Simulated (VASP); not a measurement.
**Sn24Pt: single point with PBE+D3(BJ)**

The system is Sn24Pt, a slab with vacuum.

```
Sn Pt
1.0
     9.29642    0.00000    0.00000
     0.00000    9.29642    0.00000
     0.00000    0.00000   27.21695
Sn Pt
24 1
Cartesian
  4.6482 2.3241 8.5000
  4.6482 6.9723 8.5000
  0.0000 2.3241 8.5000
  0.0000 6.9723 8.5000
  4.6482 4.6482 10.1434
  4.6482 0.0000 10.1434
  0.0000 4.6482 10.1434
  0.0000 0.0000 10.1434
  6.9723 4.6482 11.7868
  6.9723 0.0000 11.7868
  2.3241 4.6482 11.7868
  2.3241 0.0000 11.7868
  6.9838 6.9662 13.4529
  6.9838 2.3302 13.4529
  2.3126 6.9662 13.4529
  2.3126 2.3302 13.4529
  0.0000 6.5905 15.0841
  0.0000 2.7059 15.0841
  4.6482 7.1865 15.1341
  4.6482 2.1100 15.1341
  0.0000 0.0000 16.1831
  0.0000 4.6482 17.2414
  4.6482 0.0000 17.1118
  4.6482 4.6482 16.4425
  0.0000 0.0000 18.5914
```

```
Program             : VASP 6.6.1
Task                : single point
Functional          : PBE
Dispersion          : D3(BJ)
Potentials or basis : VASP PAW PBE potentials, release 64 (Sn_d, Pt)
Cutoff              : 520 eV
k mesh              : 3 × 3 × 1
Occupations         : gaussian, width 0.1 eV
Spin                : no spin polarisation
```

```
Largest force              : 0.284 eV/Å
Band gap on the k mesh     : zero (bands 173 and 174 overlap by 0.19 eV)
Dispersion energy per atom : -0.240 eV
```

Forces in eV/Å, atoms in the order of the input:
```
Sn   0.000  0.027 -0.247
Sn   0.000 -0.027 -0.247
Sn   0.000 -0.041 -0.281
Sn   0.000  0.041 -0.281
Sn   0.000  0.000  0.075
Sn   0.000  0.000  0.219
Sn   0.000  0.000  0.197
Sn   0.000  0.000  0.089
Sn  -0.082  0.000  0.063
Sn  -0.019  0.000  0.119
Sn   0.082  0.000  0.063
Sn   0.019  0.000  0.119
Sn  -0.001  0.002  0.006
Sn  -0.001 -0.002  0.006
Sn   0.001  0.002  0.006
Sn   0.001 -0.002  0.006
Sn   0.000 -0.012  0.008
Sn   0.000  0.012  0.008
Sn   0.000  0.018  0.008
Sn   0.000 -0.018  0.008
Sn   0.000  0.000 -0.034
Sn   0.000  0.000  0.007
Sn   0.000  0.000  0.024
Sn   0.000  0.000  0.022
Pt   0.000  0.000  0.034
```

Levels at points of the mesh, in eV from the Fermi level:
```csv
k point,band 171,band 172,band 173,band 174,band 175,band 176
"(0.00, 0.00, 0.00)",-0.31,-0.26,-0.14,-0.12,0.11,0.34
```

Run time: 28 min on 4 MPI ranks on Intel(R) Xeon(R) Platinum 8259CL CPU @ 2.50GHz (Skylake/Cascade Lake), with other jobs on the host, peak memory 1.4 GiB a rank.

Caveat: spin-orbit coupling is left out, which moves the levels of the heavy elements.
